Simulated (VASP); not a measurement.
The system is V.

```
CELL_PARAMETERS angstrom
-1.50419 1.50419 1.50419
1.50419 -1.50419 1.50419
1.50419 1.50419 -1.50419
ATOMIC_POSITIONS crystal
V 0.00000 0.00000 0.00000
```

Base run:

- Program: VASP 6.6.1
- Functional: PBE
- Potentials or basis: VASP PAW PBE potentials, release 64 (V_sv)
- Cutoff: 520 eV
- k mesh: 12 × 12 × 12
- Occupations: fermi-dirac, width 0.05 eV
- Spin: collinear spin, ferromagnetic start
- Starting moments: [2.0] μB

Its results: pressure -1.8 GPa; net moment 0.00 μB per cell.

Task: After a change of settings the same cell gave: pressure -10.8 GPa; net moment 0.01 μB per cell. Which change was it?
A. functional from PBE to PBEsol; dispersion from none to D4
B. functional from PBE to r2SCAN; further incar settings from ALGO = Fast; EDIFF = 1e-06; NBANDS = 16 to ALGO = Normal; EDIFF = 1e-07; NBANDS = 16
C. functional from PBE to PBEsol; further incar settings from ALGO = Fast; EDIFF = 1e-06; NBANDS = 16 to ALGO = Normal; EDIFF = 1e-06; NBANDS = 16
D. functional from PBE to r2SCAN; further incar settings from ALGO = Fast; EDIFF = 1e-06; NBANDS = 16 to ALGO = Normal; EDIFF = 1e-06; NBANDS = 16

Result: A.

Caveats: the PAW data sets were made with another functional, which shifts forces and pressure a little (some runs); pairwise dispersion overbinds metals, which lowers pressure and volume (some runs).
